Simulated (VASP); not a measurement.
# InSe (P-1) in VASP: single point with PBE

Aim: the single point of InSe with PBE.

Everything below comes from runs of VASP 6.6.1. Logs are shortened: lines on timing, memory, paths and dates and some standing lists are left out, and cuts for length are marked.

## Step 1: The cell of the first run

The typed cell holds 4 atoms: a = 6.102 Å, b = 6.102 Å, c = 5.708 Å, α = 107.13°, β = 107.13°, γ = 39.51°.

## Step 2: Single point, PBE (atoms displaced along several vibrational modes)

The input, INCAR:

```
ALGO = Normal
EDIFF = 1E-7
ENCUT = 520
GGA = PE
ISIF = 2
ISMEAR = 0
LASPH = True
LCHARG = False
LREAL = False
LWAVE = False
NBANDS = 27
NELM = 80
PREC = Accurate
SIGMA = 0.05
```

The input, KPOINTS:

```
k-points
0
Gamma
  8 8 6
```

The input, POSCAR:

```
InSe
1.0
    5.7418854575     -2.0623790766     -0.1306417848
    5.7418854575      2.0623790766     -0.1306417848
   -1.6623467844      0.0000000000      5.4603689881
In Se
2 2
Direct
    0.9011981571      0.8707400595      0.0433764382
    0.0988018429      0.1292599405      0.9566235618
    0.6923606002      0.6336904938      0.6968547898
    0.3076393998      0.3663095062      0.3031452102
```

Potentials or basis: VASP PAW PBE potentials, release 64 (In_d, Se).

Launch:

```console
> cat potpaw_PBE.64/In_d/POTCAR potpaw_PBE.64/Se/POTCAR > POTCAR
> mpirun -np 1 vasp_std > vasp.out
```

OUTCAR:

```text
EDIFF = 1E-7
   ENCUT = 520
   GGA = PE
   ISIF = 2
   ISMEAR = 0
   LASPH = True
   LREAL = False
   NELM = 80
   PREC = Accurate

 ion  position               nearest neighbor table
   1  0.901  0.871  0.043-   4 2.56   3 2.70   2 2.82   4 2.84   2 3.58   2 3.72
   2  0.099  0.129  0.957-   3 2.56   4 2.70   1 2.82   3 2.84   1 3.58   1 3.72
   3  0.692  0.634  0.697-   2 2.56   1 2.70   2 2.84
   4  0.308  0.366  0.303-   1 2.56   2 2.70   1 2.84

  LATTYP: Found a base centered monoclinic cell.
 ALAT       =    11.4867429471
 B/A-ratio  =     0.3590885747
 C/A-ratio  =     0.4969036053
 COS(beta)  =    -0.3129261517

  Lattice vectors:

 A1 = (   5.7418854575,  -2.0623790766,  -0.1306417848)
 A2 = (   5.7418854575,   2.0623790766,  -0.1306417848)
 A3 = (  -1.6623467844,   0.0000000000,   5.4603689881)

Analysis of symmetry for initial positions (statically):
=====================================================================
 Subroutine PRICEL returns:
 Original cell was already a primitive cell.

 Routine SETGRP: Setting up the symmetry group for a
 base centered monoclinic supercell.

 Subroutine GETGRP returns: Found  2 space group operations
 (whereof  2 operations were pure point group operations)
 out of a pool of  4 trial point group operations.

The static configuration has the point symmetry S_2 .

Analysis of symmetry for dynamics (positions and initial velocities):
=====================================================================
 Subroutine PRICEL returns:
 Original cell was already a primitive cell.

 Routine SETGRP: Setting up the symmetry group for a
 base centered monoclinic supercell.

 Subroutine GETGRP returns: Found  2 space group operations
 (whereof  2 operations were pure point group operations)
 out of a pool of  4 trial point group operations.

The dynamic configuration has the point symmetry S_2 .

 Subroutine INISYM returns: Found  2 space group operations
 (whereof  2 operations are pure point group operations),
 and found     1 'primitive' translations

----------------------------------------------------------------------------------------

                                     Primitive cell

  volume of cell :     128.4270

  direct lattice vectors                    reciprocal lattice vectors
     5.741885457 -2.062379077 -0.130641785     0.087686792 -0.242438456  0.026695239
     5.741885457  2.062379077 -0.130641785     0.087686792  0.242438456  0.026695239
    -1.662346784  0.000000000  5.460368988     0.004195892  0.000000000  0.184415198

  length of vectors
     6.102435853  6.102435853  5.707803984     0.259187219  0.259187219  0.184462925

  position of ions in fractional coordinates (direct lattice)
     0.901198157  0.870740060  0.043376438
     0.098801843  0.129259940  0.956623562
     0.692360600  0.633690494  0.696854790
     0.307639400  0.366309506  0.303145210

  ion indices of the primitive-cell ions
   primitive index   ion index
                 1           1
                 2           2
                 3           3
                 4           4

----------------------------------------------------------------------------------------

 KPOINTS: k-points

Automatic generation of k-mesh.
 Grid dimensions read from file:
 generate k-points for:    8    8    6

 Generating k-lattice:

  Cartesian coordinates                     Fractional coordinates (reciprocal lattice)
     0.010960849 -0.030304807  0.003336905     0.125000000 -0.000000000  0.000000000
     0.010960849  0.030304807  0.003336905    -0.000000000  0.125000000  0.000000000
     0.000699315  0.000000000  0.030735866     0.000000000  0.000000000  0.166666667

  Length of vectors
     0.032398402  0.032398402  0.030743821

  Shift w.r.t. Gamma in fractional coordinates (k-lattice)
     0.000000000  0.000000000  0.000000000

 Subroutine IBZKPT returns following result:
 ===========================================

 Found    196 irreducible k-points:

 Following reciprocal coordinates:
            Coordinates               Weight
  0.000000  0.000000  0.000000      1.000000
  0.125000 -0.000000  0.000000      2.000000
  0.000000 -0.125000 -0.000000      2.000000
  0.250000 -0.000000  0.000000      2.000000
  0.000000 -0.250000 -0.000000      2.000000
  0.375000 -0.000000  0.000000      2.000000
[... 16 lines left out ...]
  0.375000  0.250000  0.000000      2.000000
 -0.250000 -0.375000 -0.000000      2.000000
 [... further k-points ...]
   k-points           NKPTS =    196   k-points in BZ     NKDIM =    196   number of bands    NBANDS=     27
   number of dos      NEDOS =    301   number of ions     NIONS =      4
   total plane-waves  NPLWV =  96768
   dimension x,y,z NGX =    48 NGY =   48 NGZ =   42
   dimension x,y,z NGXF=    96 NGYF=   96 NGZF=   84
   ions per type =               2   2
   NGX,Y,Z   is equivalent  to a cutoff of  13.08, 13.08, 12.23 a.u.
   NGXF,Y,Z  is equivalent  to a cutoff of  26.15, 26.15, 24.47 a.u.
 SYSTEM =  unknown system
   PREC   = accura    normal or accurate (medium, high low for compatibility)
   ISTART =      0    job   : 0-new  1-cont  2-samecut
   ICHARG =      2    charge: 1-file 2-atom 10-const
   ISPIN  =      1    spin polarized calculation?
   LNONCOLLINEAR =      F non collinear calculations
   LSORBIT =      F    spin-orbit coupling
   LASPH  =      T    aspherical Exc in radial PAW
   ENCUT  =  520.0 eV  38.22 Ry    6.18 a.u.  11.35 11.35 10.61*2*pi/ulx,y,z
   NELM   =     80;   NELMIN=  2; NELMDL= -5     # of ELM steps
   EDIFF  = 0.1E-06   stopping-criterion for ELM
   LREAL  =      F    real-space projection
   EDIFFG = 0.1E-05   stopping-criterion for IOM
   NSW    =      0    number of steps for IOM
   IBRION =     -1    ionic relax: 0-MD 1-quasi-New 2-CG
   NFREE  =      0    steps in history (QN), initial steepest desc. (CG)
   ISIF   =      2    stress and relaxation
   ISYM   =      2    0-nonsym 1-usesym 2-fastsym
   POTIM  = 0.5000    time-step for ionic-motion
   TEBEG  =    0.0;   TEEND  =   0.0 temperature during run
   PSTRESS=    0.0 pullay stress
   NELECT =      38.0000    total number of electrons
   NUPDOWN=      -1.0000    fix difference up-down
   EMIN   =  10.00;   EMAX   =-10.00  energy-range for DOS
   EFERMI =   0.00;   METHOD = LEGACY
   ISMEAR =     0;   SIGMA  =   0.05  broadening in eV -4-tet -1-fermi 0-gaus
   EFERMI_NEDOS =   21; number of points for ismear=-14 and -15
   IALGO  =     38    algorithm
   IMIX   =      4    mixing-type and parameters
     AMIX     =   0.40;   BMIX     =  1.00
     AMIX_MAG =   1.60;   BMIX_MAG =  1.00
  volume/ion in A,a.u.               =      32.11       216.67
  Fermi-wavevector in a.u.,A,eV,Ry     =   1.090897  2.061497 16.191712  1.190057
  Thomas-Fermi vector in A             =   2.227131
   LORBIT       =      0    0 simple, 1 ext, 2 COOP (PROOUT), +10 PAW based schemes
   GGA     = PE    functional components
   LHFCALC =     F    Hartree Fock is set to
   AEXX    =    0.0000 exact exchange contribution
   IVDW    =     0    specifies the selected vdW correction
   LEPSILON=     F    determine dielectric tensor
   LRPA    =     F    only Hartree local field effects (RPA)
 non-spin polarized calculation
 Gauss-broadening in eV      SIGMA  =   0.05
  energy-cutoff  :      520.00
  volume of cell :      128.43
 maximum number of plane-waves:      3490
 NGX is ok and might be reduce to    48
   NGX = 23   NGY = 23   NGZ = 21

 number of electron      38.0000005 magnetization

 Free energy of the ion-electron system (eV)
  ---------------------------------------------------
  ext. energy  EPLUGINS =         0.00000000
  ---------------------------------------------------
  free energy    TOTEN  =       -13.93218898 eV

  energy without entropy =      -13.93218898  energy(sigma->0) =      -13.93218898

 E-fermi :   3.3249     XC(G=0):  -8.4302

 val. band max:        3.0676444235   @ k =   0.5000   0.5000   0.0000
 cond. band min:       4.1421710618   @ k =  -0.3750  -0.3750   0.1667
 fundamental gap:      1.0745266383
 Fermi energy:         3.3249267337

 k-point     1 :       0.0000    0.0000    0.0000
  band No.  band energies     occupation
      1     -11.5846      2.00000
      2     -11.4449      2.00000
      3     -11.2717      2.00000
      4     -11.2553      2.00000
      5     -11.2217      2.00000
      6     -11.2029      2.00000
[... 19 lines left out ...]
     26       9.5577      0.00000
     27      10.5080      0.00000

 k-point     2 :       0.1250   -0.0000    0.0000
  band No.  band energies     occupation
      1     -11.5883      2.00000
      2     -11.4439      2.00000
      3     -11.3162      2.00000
      4     -11.2462      2.00000
      5     -11.2218      2.00000
      6     -11.1937      2.00000
[... 19 lines left out ...]
     26       9.4248      0.00000
     27      10.7919      0.00000

 k-point     3 :       0.0000   -0.1250   -0.0000
  band No.  band energies     occupation
      1     -11.5767      2.00000
      2     -11.4433      2.00000
      3     -11.3450      2.00000
      4     -11.2391      2.00000
      5     -11.2185      2.00000
      6     -11.1944      2.00000
[... 19 lines left out ...]
     26       9.2522      0.00000
     27      10.9637      0.00000

 k-point     4 :       0.2500   -0.0000    0.0000
  band No.  band energies     occupation
      1     -11.5988      2.00000
      2     -11.4471      2.00000
      3     -11.3810      2.00000
      4     -11.2549      2.00000
      5     -11.2094      2.00000
      6     -11.1918      2.00000
[... 19 lines left out ...]
     26      10.0865      0.00000
     27      10.3383      0.00000
[... 516 lines left out ...]
      4     -11.2478      2.00000
      5     -11.2299      2.00000
      6     -11.2121      2.00000
[... 19 lines left out ...]
     26       9.4880      0.00000
     27      10.4435      0.00000

 k-point    23 :       0.3750    0.2500    0.0000
  band No.  band energies     occupation
      1     -11.5713      2.00000
      2     -11.4416      2.00000
      3     -11.3212      2.00000
      4     -11.2747      2.00000
      5     -11.2475      2.00000
      6     -11.2019      2.00000
[... 19 lines left out ...]
     26       9.4334      0.00000
     27      10.3286      0.00000

 k-point    24 :      -0.2500   -0.3750   -0.0000
  band No.  band energies     occupation
      1     -11.5376      2.00000
      2     -11.4364      2.00000
      3     -11.3835      2.00000
      4     -11.2761      2.00000
      5     -11.2280      2.00000
      6     -11.1995      2.00000
[... 19 lines left out ...]
     26       9.3579      0.00000
     27      10.4536      0.00000

 [... further k-points ...]

------------------------ aborting loop because EDIFF is reached ----------------------------------------

  FORCE on cell =-STRESS in cart. coord.  units (eV):
  Direction    XX          YY          ZZ          XY          YZ          ZX
  --------------------------------------------------------------------------------------
  -------------------------------------------------------------------------------------
  Total        0.5238122      0.8622997      0.7542944      1.4481515     -2.5189051     -0.5064643
  in kB        6.5347639     10.7575282      9.4101206     18.0662614    -31.4243344     -6.3183421
  external PRESSURE =       8.9008042 kB  Pullay stress =       0.0000000 kB

 VOLUME and BASIS-vectors are now :
 -----------------------------------------------------------------------------
  energy-cutoff  :      520.00
  volume of cell :      128.43
      direct lattice vectors                 reciprocal lattice vectors
     5.741885457 -2.062379077 -0.130641785     0.087686792 -0.242438456  0.026695239
     5.741885457  2.062379077 -0.130641785     0.087686792  0.242438456  0.026695239
    -1.662346784  0.000000000  5.460368988     0.004195892  0.000000000  0.184415198

 POSITION                                       TOTAL-FORCE (eV/Angst)
 -----------------------------------------------------------------------------------
     10.10216     -0.06282      0.00536         0.183639      0.668841     -0.128519
     -0.28074      0.06282      5.19372        -0.183639     -0.668841      0.128519
      6.45562     -0.12100      3.63185         0.185231      0.884559     -0.240741
      3.36580      0.12100      1.56724        -0.185231     -0.884559      0.240741
 -----------------------------------------------------------------------------------
    total drift:                                0.000000     -0.000000     -0.000000

  FREE ENERGIE OF THE ION-ELECTRON SYSTEM (eV)
  ---------------------------------------------------
  free  energy   TOTEN  =       -13.9321889771 eV

  energy  without entropy=      -13.9321889771  energy(sigma->0) =      -13.93218898
```

Run time: 7.1 min. Hardware: 1 thread of Intel Xeon 6975P-C (Granite Rapids), shared host; peak memory 0.72 GiB.

Results:

| Item | Value |
| --- | --- |
| Free energy | -13.9322 eV |
| Pressure | 0.9 GPa |
| Largest force | 0.935 eV/Å |
| Band gap on the k mesh | 1.07 eV (least direct gap 1.20 eV) |

Forces in eV/Å, atoms in the order of the input:
```
In   0.184  0.669 -0.129
In  -0.184 -0.669  0.129
Se   0.185  0.885 -0.241
Se  -0.185 -0.885  0.241
```

Levels at points of the mesh, in eV from the valence-band top:
| k point | band 17 | band 18 | band 19 | band 20 | band 21 | band 22 |
| --- | --- | --- | --- | --- | --- | --- |
| (0.00, 0.00, 0.00) | -1.77 | -1.19 | -1.09 | 2.11 | 2.38 | 3.22 |
| (0.50, 0.00, 0.00) | -2.01 | -1.98 | -1.45 | 1.72 | 2.35 | 3.54 |
| (0.00, 0.50, 0.00) | -2.20 | -1.70 | -0.96 | 1.42 | 2.20 | 3.49 |
| (0.50, 0.50, 0.00) | -1.52 | -0.93 | 0.00 | 1.47 | 2.61 | 3.71 |
| (0.00, 0.00, 0.50) | -1.57 | -1.13 | -0.76 | 1.14 | 1.76 | 3.34 |
| (0.50, 0.00, 0.50) | -2.32 | -1.66 | -1.26 | 2.30 | 3.06 | 3.50 |
| (0.00, 0.50, 0.50) | -2.25 | -2.00 | -1.18 | 2.12 | 3.03 | 4.04 |
| (0.50, 0.50, 0.50) | -1.28 | -1.00 | -0.31 | 1.84 | 2.77 | 3.48 |

Caveat: the cell differs from its parent crystal (atoms displaced along several vibrational modes); spin-orbit coupling is left out, which moves the levels of the heavy elements. A k mesh can miss the band edges.
